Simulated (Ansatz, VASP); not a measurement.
**Ba3Sc: VASP beside Ansatz**

```
Ba Sc
1.0
     5.81644    0.00000    0.00000
     0.00000    5.81644    0.00000
     0.00000    0.00000    5.81644
Ba Sc
3 1
Direct
  0.00000 0.50000 0.50000
  0.50000 0.00000 0.50000
  0.50000 0.50000 0.00000
  0.00000 0.00000 0.00000
```

Alike in both runs: functional PBE; k mesh 8 × 8 × 8; occupations gaussian, width 0.1 eV; no spin polarisation.

Ansatz relaxed the structure, and its values are those at the end. VASP's run is a single point on that final structure, the one shown.

|  | VASP | Ansatz |
| --- | --- | --- |
| version | VASP 6.6.1 | Ansatz 0.2.0 |
| potentials or method | VASP PAW PBE potentials, release 64 (Ba_sv, Sc_sv), cutoff 520 eV | scalar-relativistic, plane waves, PAW |
| valence electrons in the cell | 41 | 41 |

|  | VASP | Ansatz | Ansatz less VASP |
| --- | --- | --- | --- |
| gap on the k mesh at the Fermi level (eV) | none | none | - |
| pressure (GPa) | 0.1 | 0.0 | -0.13 |

A gap of «none» marks a metal or a gap that the smearing closes. The functional is the same, so the differences come from potentials, cutoffs and numerics.

Spin-orbit coupling is off throughout.
